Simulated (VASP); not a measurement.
Wanted: the native input for a VASP 6.6.1 run.

```
Task                   : single point
Functional             : r2SCAN
Potentials or basis    : VASP PAW PBE potentials, release 64 (Si, Ge_d)
Cutoff                 : 520 eV
k mesh                 : 6 × 6 × 6
Occupations            : fermi-dirac, width 0.02 eV
Spin                   : no spin polarisation
Dipole correction      : no
Further INCAR settings : ALGO = Normal; EDIFF = 1e-06; NBANDS = 21
```

Crystal: Si3Ge.

```
CELL_PARAMETERS angstrom
3.76795 0.00000 0.00000
0.00000 3.88810 0.00000
0.00000 0.00000 5.48368
ATOMIC_POSITIONS crystal
Si 0.50000 0.00000 0.75689
Si 0.50000 0.50000 0.99797
Si 0.00000 0.50000 0.24731
Ge 0.00000 0.00000 0.49782
```

This cell differs from its parent crystal: uniaxial x strain -3.1%.

The input as run:

POSCAR

```
Si3Ge
1.0
    3.7679544322      0.0000000000      0.0000000000
    0.0000000000      3.8880966177      0.0000000000
    0.0000000000      0.0000000000      5.4836775972
Si Ge
3 1
Direct
    0.5000000000      0.0000000000      0.7568927688
    0.5000000000      0.5000000000     -0.0020251618
    0.0000000000      0.5000000000      0.2473100897
    0.0000000000      0.0000000000      0.4978223033
```

INCAR.step1

```
SYSTEM = Si3Ge
PREC = Accurate ; ENCUT = 520
ISMEAR = -1 ; SIGMA = 0.02
LREAL = .FALSE. ; LASPH = .TRUE.
NELM = 100 ; NBANDS = 21
GGA = PE ; ALGO = Normal
EDIFF = 1E-4 ; LWAVE = .TRUE.
LCHARG = .FALSE.
```

INCAR.step2

```
SYSTEM = Si3Ge
PREC = Accurate ; ENCUT = 520
EDIFF = 1E-6 ; ISMEAR = -1
SIGMA = 0.02 ; LREAL = .FALSE.
LASPH = .TRUE. ; NELM = 100
ALGO = Normal ; ISIF = 2
LWAVE = .FALSE. ; LCHARG = .FALSE.
METAGGA = R2SCAN ; LMIXTAU = .TRUE.
NBANDS = 21 ; ISTART = 1
```

KPOINTS

```
Automatic mesh
0
G
  6 6 6
  0 0 0
```

Potentials or basis: VASP PAW PBE potentials, release 64 (Si, Ge_d).

Run with:

```bash
$ cat potpaw_PBE.64/Si/POTCAR potpaw_PBE.64/Ge_d/POTCAR > POTCAR
$ cp INCAR.step1 INCAR
$ mpirun -np 1 vasp_std > vasp.out
$ cp INCAR.step2 INCAR
$ mpirun -np 1 vasp_std > vasp.out
```

It gave:

```yaml
Pressure: 2.9 GPa
Largest_force: 0.020 eV/Å
Band_gap_on_the_k_mesh: 0.25 eV (least direct gap 0.49 eV)
```

Caveat: the cell differs from its parent crystal (uniaxial x strain -3.1%); the PAW data sets were made with another functional, which shifts forces and pressure a little.

Run time: 3.9 min on 1 thread of Intel(R) Xeon(R) Platinum 8375C CPU @ 2.90GHz (Ice Lake), on a shared host, peak memory 0.25 GiB.
